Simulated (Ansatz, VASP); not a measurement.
# ZnInGaO4: VASP beside Ansatz

INCAR

```
  PREC = Accurate
  ENCUT = 520
  EDIFF = 1E-7
  ISMEAR = 0
  SIGMA = 0.01
  LREAL = False
  LASPH = True
  NELM = 60
  ALGO = Normal
  ISIF = 2
  LWAVE = False
  LCHARG = True
  GGA = PE
  LELF = True
  LVHAR = True
  NBANDS = 40
```

Contents of KPOINTS:

```
Automatic mesh
0
Gamma
  8 8 8
```

The input POSCAR:

```
ZnInGaO4
1.0
    1.6611382651      0.9590586245      8.6158090934
   -1.6611382651      0.9590586245      8.6158090934
    0.0000000000     -1.9181172491      8.6158090934
Zn In Ga O
1 1 1 4
Direct
    0.2188059244      0.2188059244      0.2188059244
    0.0030772526      0.0030772526      0.0030772526
    0.7870525332      0.7870525332      0.7870525332
    0.2952718308      0.2952718308      0.2952718308
    0.7112323353      0.7112323353      0.7112323353
    0.1210345444      0.1210345444      0.1210345444
    0.8635265792      0.8635265792      0.8635265792
```

Input for Ansatz:

```yaml
crystal:
  lattice:
    - [1.6611382651, 0.9590586245, 8.6158090934]
    - [-1.6611382651, 0.9590586245, 8.6158090934]
    - [0.0, -1.9181172491, 8.6158090934]
  atoms:
    - { symbol: Zn, position: [0.2188059244, 0.2188059244, 0.2188059244] }
    - { symbol: In, position: [0.0030772526, 0.0030772526, 0.0030772526] }
    - { symbol: Ga, position: [0.7870525332, 0.7870525332, 0.7870525332] }
    - { symbol: O, position: [0.2952718308, 0.2952718308, 0.2952718308] }
    - { symbol: O, position: [0.7112323353, 0.7112323353, 0.7112323353] }
    - { symbol: O, position: [0.1210345444, 0.1210345444, 0.1210345444] }
    - { symbol: O, position: [0.8635265792, 0.8635265792, 0.8635265792] }
kpoints:
  mp_grid: { grid: [8, 8, 8] }
hamiltonian:
  xc: pbe
scf:
  occupations: { method: fixed }
  n_extra_bands: 5
output:
  forces: true
  stress: true
  eigenvalues: true
```

Alike in both runs: task single point; functional PBE; k mesh 8 × 8 × 8; no spin polarisation.

|  | VASP | Ansatz |
| --- | --- | --- |
| version | VASP 6.6.1 | Ansatz 0.2.0 |
| potentials or method | VASP PAW PBE potentials, release 64 (Zn, In_d, Ga_d, O) | plane waves, PAW |
| plane-wave cutoff (eV) | 520 | 420 |
| occupations | gaussian, width 0.01 eV | fixed |
| valence electrons in the cell | 62 | 62 |

|  | VASP | Ansatz | Ansatz less VASP |
| --- | --- | --- | --- |
| gap on the k mesh at the Fermi level (eV) | 1.23 | 1.24 | +0.017 |
| pressure (GPa) | 5.8 | 5.1 | -0.73 |
| traceless stress, the component that is largest in VASP (GPa) | -0.04 | -0.07 | -0.031 |
| rms of the force components (eV/Å) | 0.023 | 0.027 | +0.0034 |

Atom by atom the forces differ by 0.005 eV/Å (rms over components).
